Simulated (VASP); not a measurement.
# MoS2 (R3m) in VASP: settings compared

MoS2 is run at these levels: LDA, PBEsol+D3(BJ), PBEsol+D4, revPBE, BLYP; tasks: single point.

Program: VASP 6.6.1. These are calculated values, not measurements. Logs are shortened: lines on timing, memory, paths and dates and some standing lists are left out, and cuts for length are marked.

**1. The cell of the first run**

Symmetry: R3m, No. 160, trigonal system. Conventional cell: a = 3.222 Å, b = 3.222 Å, c = 18.812 Å, α = 90.00°, β = 90.00°, γ = 120.00°. Mo (site symmetry 3m) has 6 S at 2.43 to 2.44 Å within 3.2 Å. Within 3.2 Å of S (site symmetry 3m) lie 3 Mo at 2.44 Å and 1 S at 3.14 Å. Within 3.2 Å of S (site symmetry 3m) lie 3 Mo at 2.43 Å and 1 S at 3.14 Å.

**2. Single point, LDA (volume scaled by 1.06)**

File INCAR:

```
PREC = Accurate ; ENCUT = 520
EDIFF = 1E-6 ; ISMEAR = -1
SIGMA = 0.05 ; LREAL = F
LASPH = T ; NELM = 100
ALGO = Normal ; ISIF = 2
LWAVE = F ; LCHARG = T
GGA = CA ; LELF = T
LVHAR = T ; NBANDS = 20
```

File KPOINTS:

```
Automatic mesh
0
Gamma
  10 10 10
```

File POSCAR:

```
MoS2
1.0
    1.6109882594      0.9301045052      6.2706188579
   -1.6109882594      0.9301045052      6.2706188579
    0.0000000000     -1.8602090104      6.2706188579
Mo S
1 2
Direct
    0.0000000000      0.0000000000      0.0000000000
    0.4170000000      0.4170000000      0.4170000000
    0.2500000000      0.2500000000      0.2500000000
```

Potentials or basis: VASP PAW LDA potentials, release 64 (Mo_sv, S).

Run with:

```sh
cat potpaw_LDA.64/Mo_sv/POTCAR potpaw_LDA.64/S/POTCAR > POTCAR
mpirun -np 1 vasp_std > vasp.out
```

OUTCAR:

```text
PREC = Accurate
   ENCUT = 520
   EDIFF = 1E-6
   ISMEAR = -1
   LREAL = F
   LASPH = T
   NELM = 100
   ISIF = 2
   GGA = CA

 ion  position               nearest neighbor table
   1  0.000  0.000  0.000-   3 2.43   3 2.43   3 2.43   2 2.44   2 2.44   2 2.44
   2  0.417  0.417  0.417-   1 2.44   1 2.44   1 2.44
   3  0.250  0.250  0.250-   1 2.43   1 2.43   1 2.43

  LATTYP: Found a trigonal (rhomboedric) cell.
 ALAT       =     6.5407215522
 COS(alpha) =     0.8786713335

  Lattice vectors:

 A1 = (   1.6109882594,   0.9301045052,   6.2706188579)
 A2 = (  -1.6109882594,   0.9301045052,   6.2706188579)
 A3 = (   0.0000000000,  -1.8602090104,   6.2706188579)

Analysis of symmetry for initial positions (statically):
=====================================================================
 Subroutine PRICEL returns:
 Original cell was already a primitive cell.

 Routine SETGRP: Setting up the symmetry group for a
 trigonal (rhombohedral) supercell.

 Subroutine GETGRP returns: Found  6 space group operations
 (whereof  6 operations were pure point group operations)
 out of a pool of 12 trial point group operations.

The static configuration has the point symmetry C_3v.

Analysis of symmetry for dynamics (positions and initial velocities):
=====================================================================
 Subroutine PRICEL returns:
 Original cell was already a primitive cell.

 Routine SETGRP: Setting up the symmetry group for a
 trigonal (rhombohedral) supercell.

 Subroutine GETGRP returns: Found  6 space group operations
 (whereof  6 operations were pure point group operations)
 out of a pool of 12 trial point group operations.

The dynamic configuration has the point symmetry C_3v.

 Subroutine INISYM returns: Found  6 space group operations
 (whereof  6 operations are pure point group operations),
 and found     1 'primitive' translations

----------------------------------------------------------------------------------------

                                     Primitive cell

  volume of cell :      56.3749

  direct lattice vectors                    reciprocal lattice vectors
     1.610988259  0.930104505  6.270618858     0.310368494  0.179191334  0.053157964
    -1.610988259  0.930104505  6.270618858    -0.310368494  0.179191334  0.053157964
     0.000000000 -1.860209010  6.270618858     0.000000000 -0.358382667  0.053157964

  length of vectors
     6.540721552  6.540721552  6.540721552     0.362303609  0.362303609  0.362303609

  position of ions in fractional coordinates (direct lattice)
     0.000000000  0.000000000  0.000000000
     0.417000000  0.417000000  0.417000000
     0.250000000  0.250000000  0.250000000

  ion indices of the primitive-cell ions
   primitive index   ion index
                 1           1
                 2           2
                 3           3

----------------------------------------------------------------------------------------

 KPOINTS: Automatic mesh

Automatic generation of k-mesh.
 Grid dimensions read from file:
 generate k-points for:   10   10   10

 Generating k-lattice:

  Cartesian coordinates                     Fractional coordinates (reciprocal lattice)
     0.031036849  0.017919133  0.005315796     0.100000000 -0.000000000  0.000000000
    -0.031036849  0.017919133  0.005315796    -0.000000000  0.100000000  0.000000000
     0.000000000 -0.035838267  0.005315796     0.000000000  0.000000000  0.100000000

  Length of vectors
     0.036230361  0.036230361  0.036230361

  Shift w.r.t. Gamma in fractional coordinates (k-lattice)
     0.000000000  0.000000000  0.000000000

 Subroutine IBZKPT returns following result:
 ===========================================

 Found    116 irreducible k-points:

 Following reciprocal coordinates:
            Coordinates               Weight
  0.000000  0.000000  0.000000      1.000000
  0.100000  0.000000  0.000000      6.000000
  0.200000  0.000000  0.000000      6.000000
  0.300000  0.000000 -0.000000      6.000000
  0.400000  0.000000 -0.000000      6.000000
  0.500000  0.000000  0.000000      3.000000
[... 16 lines left out ...]
  0.300000  0.300000 -0.000000      6.000000
  0.400000  0.300000  0.000000     12.000000
 [... further k-points ...]
   k-points           NKPTS =    116   k-points in BZ     NKDIM =    116   number of bands    NBANDS=     20
   number of dos      NEDOS =    301   number of ions     NIONS =      3
   total plane-waves  NPLWV = 125000
   dimension x,y,z NGX =    50 NGY =   50 NGZ =   50
   dimension x,y,z NGXF=   100 NGYF=  100 NGZF=  100
   ions per type =               1   2
   NGX,Y,Z   is equivalent  to a cutoff of  12.71, 12.71, 12.71 a.u.
   NGXF,Y,Z  is equivalent  to a cutoff of  25.42, 25.42, 25.42 a.u.
 SYSTEM =  unknown system
   PREC   = accura    normal or accurate (medium, high low for compatibility)
   ISTART =      0    job   : 0-new  1-cont  2-samecut
   ICHARG =      2    charge: 1-file 2-atom 10-const
   ISPIN  =      1    spin polarized calculation?
   LNONCOLLINEAR =      F non collinear calculations
   LSORBIT =      F    spin-orbit coupling
   LASPH  =      T    aspherical Exc in radial PAW
   ENCUT  =  520.0 eV  38.22 Ry    6.18 a.u.  12.16 12.16 12.16*2*pi/ulx,y,z
   NELM   =    100;   NELMIN=  2; NELMDL= -5     # of ELM steps
   EDIFF  = 0.1E-05   stopping-criterion for ELM
   LREAL  =      F    real-space projection
   EDIFFG = 0.1E-04   stopping-criterion for IOM
   NSW    =      0    number of steps for IOM
   IBRION =     -1    ionic relax: 0-MD 1-quasi-New 2-CG
   NFREE  =      0    steps in history (QN), initial steepest desc. (CG)
   ISIF   =      2    stress and relaxation
   ISYM   =      2    0-nonsym 1-usesym 2-fastsym
   POTIM  = 0.5000    time-step for ionic-motion
   TEBEG  =    0.0;   TEEND  =   0.0 temperature during run
   PSTRESS=    0.0 pullay stress
   NELECT =      26.0000    total number of electrons
   NUPDOWN=      -1.0000    fix difference up-down
   EMIN   =  10.00;   EMAX   =-10.00  energy-range for DOS
   EFERMI =   0.00;   METHOD = LEGACY
   ISMEAR =    -1;   SIGMA  =   0.05  broadening in eV -4-tet -1-fermi 0-gaus
   EFERMI_NEDOS =   21; number of points for ismear=-14 and -15
   IALGO  =     38    algorithm
   IMIX   =      4    mixing-type and parameters
     AMIX     =   0.40;   BMIX     =  1.00
     AMIX_MAG =   1.60;   BMIX_MAG =  1.00
  volume/ion in A,a.u.               =      18.79       126.81
  Fermi-wavevector in a.u.,A,eV,Ry     =   1.264845  2.390211 21.767052  1.599833
  Thomas-Fermi vector in A             =   2.398129
   LORBIT       =      0    0 simple, 1 ext, 2 COOP (PROOUT), +10 PAW based schemes
   GGA     = CA    functional components
   LHFCALC =     F    Hartree Fock is set to
   AEXX    =    0.0000 exact exchange contribution
   IVDW    =     0    specifies the selected vdW correction
   LEPSILON=     F    determine dielectric tensor
   LRPA    =     F    only Hartree local field effects (RPA)
 non-spin polarized calculation
  energy-cutoff  :      520.00
  volume of cell :       56.37
 maximum number of plane-waves:      1537
 NGX is ok and might be reduce to    50
   NGX = 25   NGY = 25   NGZ = 25

 number of electron      26.0000002 magnetization

 Free energy of the ion-electron system (eV)
  ---------------------------------------------------
  ext. energy  EPLUGINS =         0.00000000
  ---------------------------------------------------
  free energy    TOTEN  =       -24.33531246 eV

  energy without entropy =      -24.33531094  energy(sigma->0) =      -24.33531170

 E-fermi :   7.1257     XC(G=0): -10.8551

 val. band max:        6.7240053928   @ k =   0.5000   0.5000   0.5000
 cond. band min:       7.6521817328   @ k =  -0.2000   0.2000   0.0000
 fundamental gap:      0.9281763400
 Fermi energy:         7.1257037543

 k-point     1 :       0.0000    0.0000    0.0000
  band No.  band energies     occupation
      1     -54.4875      2.00000
      2     -28.8004      2.00000
      3     -28.6173      2.00000
      4     -28.6173      2.00000
      5      -7.9098      2.00000
      6      -6.3496      2.00000
[... 12 lines left out ...]
     19      14.5664      0.00000
     20      14.9032      0.00000

 k-point     2 :       0.1000    0.0000    0.0000
  band No.  band energies     occupation
      1     -54.4844      2.00000
      2     -28.7942      2.00000
      3     -28.6496      2.00000
      4     -28.6247      2.00000
      5      -7.7668      2.00000
      6      -6.3022      2.00000
[... 12 lines left out ...]
     19      15.0006      0.00000
     20      15.2147      0.00000

 k-point     3 :       0.2000    0.0000    0.0000
  band No.  band energies     occupation
      1     -54.4763      2.00000
      2     -28.7779      2.00000
      3     -28.7334      2.00000
      4     -28.6440      2.00000
      5      -7.3688      2.00000
      6      -6.1704      2.00000
[... 12 lines left out ...]
     19      15.2242      0.00000
     20      15.5776      0.00000

 k-point     4 :       0.3000    0.0000   -0.0000
  band No.  band energies     occupation
      1     -54.4663      2.00000
      2     -28.8354      2.00000
      3     -28.7578      2.00000
      4     -28.6678      2.00000
      5      -6.8147      2.00000
      6      -5.9898      2.00000
[... 12 lines left out ...]
     19      14.1952      0.00000
     20      14.7350      0.00000

 k-point     5 :       0.4000    0.0000   -0.0000
  band No.  band energies     occupation
      1     -54.4581      2.00000
      2     -28.9168      2.00000
      3     -28.7414      2.00000
      4     -28.6869      2.00000
      5      -6.2894      2.00000
      6      -5.8277      2.00000
[... 12 lines left out ...]
     19      13.5755      0.00000
     20      13.9990      0.00000
[... 353 lines left out ...]
      6      -5.7347      2.00000
[... 12 lines left out ...]
     19      14.5971      0.00000
     20      15.5333      0.00000

 k-point    22 :      -0.2000    0.2000    0.0000
  band No.  band energies     occupation
      1     -54.4616      2.00000
      2     -28.8528      2.00000
      3     -28.7484      2.00000
      4     -28.7091      2.00000
      5      -6.5463      2.00000
      6      -5.8748      2.00000
[... 12 lines left out ...]
     19      14.6199      0.00000
     20      15.5118      0.00000

 k-point    23 :       0.3000    0.3000   -0.0000
  band No.  band energies     occupation
      1     -54.4663      2.00000
      2     -28.8354      2.00000
      3     -28.7578      2.00000
      4     -28.6678      2.00000
      5      -6.7715      2.00000
      6      -6.0503      2.00000
[... 12 lines left out ...]
     19      14.4509      0.00000
     20      14.9618      0.00000

 k-point    24 :       0.4000    0.3000    0.0000
  band No.  band energies     occupation
      1     -54.4606      2.00000
      2     -28.8782      2.00000
      3     -28.7465      2.00000
      4     -28.6950      2.00000
      5      -6.4164      2.00000
      6      -5.9394      2.00000
[... 12 lines left out ...]
     19      14.1549      0.00000
     20      15.0565      0.00000

 [... further k-points ...]
[... 5 lines left out ...]
  --------------------------------------------------------------------------------------
  -------------------------------------------------------------------------------------
  Total       -3.7223521     -3.7223521     -3.2017133      0.0000000      0.0000000      0.0000000
  in kB     -105.7894250   -105.7894250    -90.9928464      0.0000000      0.0000000      0.0000000
  external PRESSURE =    -100.8572321 kB  Pullay stress =       0.0000000 kB

 VOLUME and BASIS-vectors are now :
 -----------------------------------------------------------------------------
  energy-cutoff  :      520.00
  volume of cell :       56.37
      direct lattice vectors                 reciprocal lattice vectors
     1.610988259  0.930104505  6.270618858     0.310368494  0.179191334  0.053157964
    -1.610988259  0.930104505  6.270618858    -0.310368494  0.179191334  0.053157964
     0.000000000 -1.860209010  6.270618858     0.000000000 -0.358382667  0.053157964

 POSITION                                       TOTAL-FORCE (eV/Angst)
 -----------------------------------------------------------------------------------
      0.00000      0.00000      0.00000         0.000000      0.000000      0.073079
      0.00000      0.00000      7.84454         0.000000      0.000000     -0.878891
      0.00000      0.00000      4.70296         0.000000      0.000000      0.805813
 -----------------------------------------------------------------------------------
    total drift:                                0.000000     -0.000000      0.000028

  FREE ENERGIE OF THE ION-ELECTRON SYSTEM (eV)
  ---------------------------------------------------
  free  energy   TOTEN  =       -24.3353124635 eV

  energy  without entropy=      -24.3353109425  energy(sigma->0) =      -24.33531170
```

Run time: 8.9 min. Hardware: 1 thread of Intel Xeon 6975P-C, shared host; peak memory 0.34 GiB.

What came out:

| Item | Value |
| --- | --- |
| Free energy | -24.3353 eV |
| Pressure | -10.1 GPa |
| Largest force | 0.879 eV/Å |
| Band gap on the k mesh | 0.93 eV, indirect (least direct gap 1.81 eV) |

Forces on the atoms (eV/Å):
```
Mo   0.000  0.000  0.073
S    0.000  0.000 -0.879
S    0.000  0.000  0.806
```

Levels at points of the mesh, in eV from the valence-band top:
```csv
k point,band 9,band 10,band 11,band 12,band 13,band 14,band 15,band 16,band 17,band 18
"(0.00, 0.00, 0.00)",-3.22,-2.18,-2.18,-1.19,-1.04,1.93,1.93,2.28,2.28,5.14
"(0.50, 0.00, 0.00)",-4.75,-3.79,-2.23,-1.58,-1.36,1.47,1.87,3.27,3.29,5.10
"(0.50, 0.50, 0.00)",-4.47,-3.72,-2.74,-1.75,-1.21,1.43,1.98,2.84,3.66,5.84
"(0.50, 0.50, 0.50)",-3.23,-3.23,-2.15,-2.15,0.00,2.02,2.02,2.16,2.16,5.38
```

Caveat: the cell differs from its parent crystal (volume scaled by 1.06).

**3. Single point, PBEsol+D3(BJ)**

This run uses another cell than the first one, of 16.21 Å³/atom, 0.863 times its volume.

File INCAR:

```
PREC = Accurate
ENCUT = 520
EDIFF = 1E-6
ISMEAR = -1
SIGMA = 0.05
LREAL = F
LASPH = T
NELM = 60
ALGO = Normal
ISIF = 2
LWAVE = F
LCHARG = F
GGA = PS
IVDW = 12
NBANDS = 20
```

KPOINTS is that of step 2.

File POSCAR:

```
MoS2
1.0
    1.5579622052      0.8994898985      5.7848929248
   -1.5579622052      0.8994898985      5.7848929248
    0.0000000000     -1.7989797971      5.7848929248
Mo S
1 2
Direct
    0.0000541044      0.0000541044      0.0000541044
    0.4233173956      0.4233173956      0.4233173956
    0.2436285000      0.2436285000      0.2436285000
```

Potentials or basis: VASP PAW PBE potentials, release 64 (Mo_sv, S).

Run with:

```sh
cat potpaw_PBE.64/Mo_sv/POTCAR potpaw_PBE.64/S/POTCAR > POTCAR
mpirun -np 1 vasp_std > vasp.out
```

Run time: 5 min. Hardware: 1 thread of Intel Xeon Platinum 8488C (Sapphire Rapids), shared host; peak memory 0.37 GiB.

It converged, with:

* Free energy: -24.6134 eV
* Pressure: 0.0 GPa
* Largest force: 0.008 eV/Å
* Band gap on the k mesh: 0.54 eV, indirect (least direct gap 1.99 eV)
* Dispersion energy per atom: -0.406 eV

Forces on the atoms (eV/Å):
```
Mo   0.000  0.000  0.006
S    0.000  0.000 -0.008
S    0.000  0.000  0.002
```

Levels at points of the mesh, in eV from the valence-band top:
```csv
k point,band 10,band 11,band 12,band 13,band 14,band 15,band 16,band 17
"(0.00, 0.00, 0.00)",-2.47,-2.47,-1.69,-0.93,1.81,1.81,2.36,2.36
"(0.50, 0.00, 0.00)",-4.32,-2.57,-1.83,-1.66,1.56,1.85,3.07,3.44
"(0.50, 0.50, 0.00)",-4.15,-3.46,-2.10,-1.58,1.47,2.05,2.80,3.94
"(0.50, 0.50, 0.50)",-3.63,-2.40,-2.40,0.00,1.99,1.99,2.09,2.09
```

Caveat: the PAW data sets were made with another functional, which shifts forces and pressure a little. Expect the measured gap to be larger: semilocal functionals such as PBEsol lack the derivative discontinuity.

**4. Single point, PBEsol+D4**

This run uses another cell than the first one, of 16.68 Å³/atom, 0.888 times its volume.

File INCAR:

```
ALGO     = Normal         # electronic algorithm
EDIFF    = 1E-6           # SCF threshold, eV
ENCUT    = 520            # plane-wave cutoff, eV
GGA      = PS             # functional
ISIF     = 2              # what is computed and relaxed
ISMEAR   = -1             # smearing method
IVDW     = 13             # dispersion correction
LASPH    = True           # aspherical terms in the spheres
LCHARG   = False          # write CHGCAR
LREAL    = False          # projectors in reciprocal space
LWAVE    = False          # write WAVECAR
NBANDS   = 20             # bands
NELM     = 80             # most SCF steps
PREC     = Accurate       # precision mode
SIGMA    = 0.05           # smearing width, eV
```

File KPOINTS:

```
k-points
0
Gamma
  10 10 10
```

File POSCAR:

```
MoS2
1.0
    1.5637620385      0.9028384339      5.9078270471
   -1.5637620385      0.9028384339      5.9078270471
    0.0000000000     -1.8056768677      5.9078270471
Mo S
1 2
Direct
    0.0000775550      0.0000775550      0.0000775550
    0.4213905615      0.4213905615      0.4213905615
    0.2455318835      0.2455318835      0.2455318835
```

Run with:

```sh
cat potpaw_PBE.64/Mo_sv/POTCAR potpaw_PBE.64/S/POTCAR > POTCAR
mpirun -np 1 vasp_std > vasp.out
```

Run time: 5.5 min. Hardware: 1 thread of Intel Xeon Platinum 8488C (Sapphire Rapids), shared host; peak memory 0.36 GiB.

It converged, with:

| Item | Value |
| --- | --- |
| Free energy | -24.2112 eV |
| Pressure | 0.0 GPa |
| Largest force | 0.006 eV/Å |
| Band gap on the k mesh | 0.68 eV, indirect (least direct gap 2.05 eV) |
| Dispersion energy per atom | -0.262 eV |

Forces in eV/Å, atoms in the order of the input:
```
Mo   0.000  0.000  0.002
S    0.000  0.000 -0.006
S    0.000  0.000  0.004
```

Levels at points of the mesh, in eV from the valence-band top:
| k point | band 11 | band 12 | band 13 | band 14 | band 15 | band 16 |
| --- | --- | --- | --- | --- | --- | --- |
| (0.00, 0.00, 0.00) | -2.37 | -1.53 | -1.04 | 1.93 | 1.93 | 2.41 |
| (0.50, 0.00, 0.00) | -2.49 | -1.70 | -1.61 | 1.62 | 1.94 | 3.25 |
| (0.50, 0.50, 0.00) | -3.27 | -1.95 | -1.47 | 1.54 | 2.12 | 2.88 |
| (0.50, 0.50, 0.50) | -2.31 | -2.31 | 0.00 | 2.09 | 2.09 | 2.19 |

Caveat: the PAW data sets were made with another functional, which shifts forces and pressure a little. A hybrid or GW would open this gap; PBEsol tends to underestimate it.

(Continued in part 2 of 2.)
